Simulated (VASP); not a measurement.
# SiMo3 in VASP: further runs, part 2 of 2

VASP 6.6.1. Earlier steps stand in the parts before.

### Step 3. Single point, PBE

This run uses another cell than the first one, of 14.99 Å³/atom.

INCAR

```
SYSTEM = SiMo3
  ALGO = Normal
  EDIFF = 1E-6
  ENCUT = 500
  GGA = PE
  GGA_COMPAT = .FALSE.
  ISIF = 2
  ISMEAR = 0
  LASPH = .TRUE.
  LCHARG = .FALSE.
  LREAL = .FALSE.
  LWAVE = .FALSE.
  NBANDS = 31
  NELM = 120
  PREC = Accurate
  SIGMA = 0.2
```

KPOINTS

```
k-points
0
G
  5 5 5
  0 0 0
```

POSCAR

```
SiMo3
1.0
    3.8890873000      0.0000000000      0.0000000000
    0.0000000000      3.8890873000      0.0000000000
    0.0000000000      0.0000000000      3.9650000000
Si Mo
1 3
Direct
    0.5000000000      0.5000000000      0.5000000000
    0.5000000000      0.0000000000      0.0000000000
    0.0000000000      0.5000000000      0.0000000000
    0.0000000000      0.0000000000      0.5000000000
```

Potentials or basis: VASP PAW PBE potentials, release 64 (Si, Mo_sv).

Command:

```bash
$ cat potpaw_PBE.64/Si/POTCAR potpaw_PBE.64/Mo_sv/POTCAR > POTCAR
$ mpirun -np 1 vasp_std > vasp.out
```

OUTCAR:

```text
SYSTEM = SiMo3
   EDIFF = 1E-6
   ENCUT = 500
   GGA = PE
   ISIF = 2
   ISMEAR = 0
   LASPH = .TRUE.
   LREAL = .FALSE.
   NELM = 120
   PREC = Accurate

 ion  position               nearest neighbor table
   1  0.500  0.500  0.500-   4 2.75   4 2.75   4 2.75   4 2.75   3 2.78   2 2.78   3 2.78   2 2.78
                             3 2.78   2 2.78   3 2.78   2 2.78
   2  0.500  0.000  0.000-   3 2.75   3 2.75   3 2.75   3 2.75   4 2.78   1 2.78   1 2.78   1 2.78
                             4 2.78   4 2.78   4 2.78   1 2.78
   3  0.000  0.500  0.000-   2 2.75   2 2.75   2 2.75   2 2.75   4 2.78   1 2.78   4 2.78   4 2.78
                             1 2.78   4 2.78   1 2.78   1 2.78
   4  0.000  0.000  0.500-   1 2.75   1 2.75   1 2.75   1 2.75   3 2.78   2 2.78   3 2.78   3 2.78
                             3 2.78   2 2.78   2 2.78   2 2.78

  LATTYP: Found a simple tetragonal cell.
 ALAT       =     3.8890873000
 C/A-ratio  =     1.0195194127

  Lattice vectors:

 A1 = (   3.8890873000,   0.0000000000,   0.0000000000)
 A2 = (   0.0000000000,   3.8890873000,   0.0000000000)
 A3 = (   0.0000000000,   0.0000000000,   3.9650000000)

Analysis of symmetry for initial positions (statically):
=====================================================================
 Subroutine PRICEL returns:
 Original cell was already a primitive cell.

 Routine SETGRP: Setting up the symmetry group for a
 simple tetragonal supercell.

 Subroutine GETGRP returns: Found 16 space group operations
 (whereof 16 operations were pure point group operations)
 out of a pool of 16 trial point group operations.

The static configuration has the point symmetry D_4h.

Analysis of symmetry for dynamics (positions and initial velocities):
=====================================================================
 Subroutine PRICEL returns:
 Original cell was already a primitive cell.

[... 120 lines left out ...]
   EFERMI_NEDOS =   21; number of points for ismear=-14 and -15
   IALGO  =     38    algorithm
   IMIX   =      4    mixing-type and parameters
     AMIX     =   0.40;   BMIX     =  1.00
     AMIX_MAG =   1.60;   BMIX_MAG =  1.00
  volume/ion in A,a.u.               =      14.99       101.18
  Fermi-wavevector in a.u.,A,eV,Ry     =   1.498585  2.831914 30.555360  2.245756
  Thomas-Fermi vector in A             =   2.610325
   LORBIT       =      0    0 simple, 1 ext, 2 COOP (PROOUT), +10 PAW based schemes
   GGA     = PE    functional components
   LHFCALC =     F    Hartree Fock is set to
   AEXX    =    0.0000 exact exchange contribution
   IVDW    =     0    specifies the selected vdW correction
   LEPSILON=     F    determine dielectric tensor
   LRPA    =     F    only Hartree local field effects (RPA)
 non-spin polarized calculation
 Gauss-broadening in eV      SIGMA  =   0.20
  energy-cutoff  :      500.00
  volume of cell :       59.97
 maximum number of plane-waves:      1538
   NGX = 15   NGY = 15   NGZ = 15

 number of electron      45.9999997 magnetization

 Free energy of the ion-electron system (eV)
  ---------------------------------------------------
  ext. energy  EPLUGINS =         0.00000000
  ---------------------------------------------------
  free energy    TOTEN  =       -38.17205697 eV

  energy without entropy =      -38.11835778  energy(sigma->0) =      -38.14520738

 E-fermi :  12.4898     XC(G=0): -12.9735

 val. band max:       12.4857022651   @ k =   0.0000   0.0000   0.0000
 cond. band min:      12.4903433405   @ k =   0.2000   0.2000   0.4000
 fundamental gap:      0.0046410755
 Fermi energy:        12.4897743919

 k-point     1 :       0.0000    0.0000    0.0000
  band No.  band energies     occupation
      1     -48.7629      2.00000
      2     -48.4748      2.00000
      3     -48.4633      2.00000
      4     -23.2662      2.00000
      5     -23.2662      2.00000
      6     -23.2568      2.00000
[... 601 lines left out ...]
     30      15.9260      0.00000
     31      15.9741      0.00000

------------------------ aborting loop because EDIFF is reached ----------------------------------------

  FORCE on cell =-STRESS in cart. coord.  units (eV):
  Direction    XX          YY          ZZ          XY          YZ          ZX
  --------------------------------------------------------------------------------------
  -------------------------------------------------------------------------------------
  Total        0.2593257      0.2593257      0.1554386      0.0000000      0.0000000      0.0000000
  in kB        6.9281538      6.9281538      4.1527041      0.0000000      0.0000000      0.0000000
  external PRESSURE =       6.0030039 kB  Pullay stress =       0.0000000 kB

 VOLUME and BASIS-vectors are now :
 -----------------------------------------------------------------------------
  energy-cutoff  :      500.00
  volume of cell :       59.97
      direct lattice vectors                 reciprocal lattice vectors
     3.889087300  0.000000000  0.000000000     0.257129738  0.000000000  0.000000000
     0.000000000  3.889087300  0.000000000     0.000000000  0.257129738  0.000000000
     0.000000000  0.000000000  3.965000000     0.000000000  0.000000000  0.252206810

 POSITION                                       TOTAL-FORCE (eV/Angst)
 -----------------------------------------------------------------------------------
      1.94454      1.94454      1.98250         0.000000      0.000000      0.000000
      1.94454      0.00000      0.00000         0.000000      0.000000      0.000000
      0.00000      1.94454      0.00000         0.000000      0.000000      0.000000
      0.00000      0.00000      1.98250         0.000000      0.000000      0.000000
 -----------------------------------------------------------------------------------
    total drift:                               -0.000000      0.000000     -0.000000

  FREE ENERGIE OF THE ION-ELECTRON SYSTEM (eV)
  ---------------------------------------------------
  free  energy   TOTEN  =       -38.1720569708 eV

  energy  without entropy=      -38.1183577815  energy(sigma->0) =      -38.14520738
```

OSZICAR:

```text
N       E                     dE             d eps       ncg     rms          rms(c)
DAV:   1     0.496606044275E+03    0.49661E+03   -0.27478E+04  1116   0.148E+03
DAV:   2    -0.252000153298E+02   -0.52181E+03   -0.50492E+03  1249   0.465E+02
DAV:   3    -0.399662118233E+02   -0.14766E+02   -0.14088E+02  1408   0.756E+01
DAV:   4    -0.401579879085E+02   -0.19178E+00   -0.19086E+00  1251   0.758E+00
DAV:   5    -0.401609727060E+02   -0.29848E-02   -0.29824E-02  1349   0.890E-01    0.268E+01
DAV:   6    -0.383408253363E+02    0.18201E+01   -0.57350E+00  1249   0.151E+01    0.731E+00
DAV:   7    -0.381939577996E+02    0.14687E+00   -0.39405E-01  1298   0.362E+00    0.227E+00
DAV:   8    -0.381754043619E+02    0.18553E-01   -0.51729E-02  1287   0.147E+00    0.674E-01
DAV:   9    -0.381738606981E+02    0.15437E-02   -0.15368E-02  1208   0.130E+00    0.495E-01
DAV:  10    -0.381719823258E+02    0.18784E-02   -0.47170E-03  1361   0.662E-01    0.162E-01
DAV:  11    -0.381720613238E+02   -0.78998E-04   -0.33729E-04  1305   0.155E-01    0.629E-02
DAV:  12    -0.381720584715E+02    0.28523E-05   -0.11601E-05  1281   0.264E-02    0.160E-02
DAV:  13    -0.381720573396E+02    0.11320E-05   -0.92279E-07   817   0.742E-03    0.243E-03
DAV:  14    -0.381720569708E+02    0.36881E-06   -0.12541E-07   705   0.280E-03
   1 F= -.38172057E+02 E0= -.38145207E+02  d E =-.536992E-01
```

Wall time 37 s (1 thread of Intel Xeon Platinum 8259CL at 2.50GHz (Skylake/Cascade Lake), shared host); peak memory 0.17 GiB.

What came out:

| Item | Value |
| --- | --- |
| Free energy | -38.1721 eV |
| Pressure | 0.6 GPa |
| Band gap on the k mesh | zero (bands 23 and 24 overlap by 0.85 eV) |

Stress tensor (GPa, compression positive):
```
0.69 0.00 0.00
0.00 0.69 0.00
0.00 0.00 0.42
```
